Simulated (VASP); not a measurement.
The system is CuO.

```xyz
4
Lattice="3.2880 0.0000 0.0000 -1.6440 2.8475 0.0000 0.0000 0.0000 5.3850" Properties=species:S:1:pos:R:3 pbc="T T T"
Cu    1.6440    0.9492    0.0000
Cu    0.0000    1.8983    2.6925
O     1.6440    0.9492    3.3667
O     0.0000    1.8983    0.6742
```

```yaml
Program: VASP 6.6.1
Task: relaxation of cell and atoms
Functional: r2SCAN
Potentials_or_basis: VASP PAW PBE potentials, release 64 (Cu, O)
Cutoff: 600 eV
k_mesh: 9 × 9 × 5
Occupations: fermi-dirac, width 0.05 eV
Spin: no spin polarisation
```

At the start: pressure -14.2 GPa; volume 12.60 Å³/atom.

Problem. Where does the relaxation end?

Solution. Over 10 steps the energy falls by 76.2 meV/atom and the volume is 11.11 Å³/atom (-11.9 %); space group P6_3mc (No. 186, to 0.1 Å) before and after.

Step by step:
```tsv
step	energy change (eV)	largest force (eV/Å)	pressure (GPa)	volume (Å³)
1	0.0000	0.0607	-14.16	50.42
2	-0.2296	0.1666	8.23	42.72
3	-0.2795	0.1275	0.05	44.77
4	-0.2794	0.1293	0.40	44.66
5	-0.2850	0.1287	0.43	44.63
6	-0.2978	0.1228	0.36	44.54
7	-0.3005	0.0095	0.00	44.31
8	-0.3042	0.0638	0.05	44.42
9	-0.3031	0.1153	0.01	44.46
10	-0.3048	0.0013	0.07	44.43
```

Final structure:
```
CELL_PARAMETERS angstrom
3.09764 0.00000 0.00000
-1.54882 2.68264 0.00000
0.00000 0.00000 5.34701
ATOMIC_POSITIONS crystal
Cu 0.66667 0.33333 0.99067
Cu 0.33333 0.66667 0.49067
O 0.66667 0.33333 0.63453
O 0.33333 0.66667 0.13453
```

Caveat: the PAW data sets were made with another functional, which shifts forces and pressure a little.
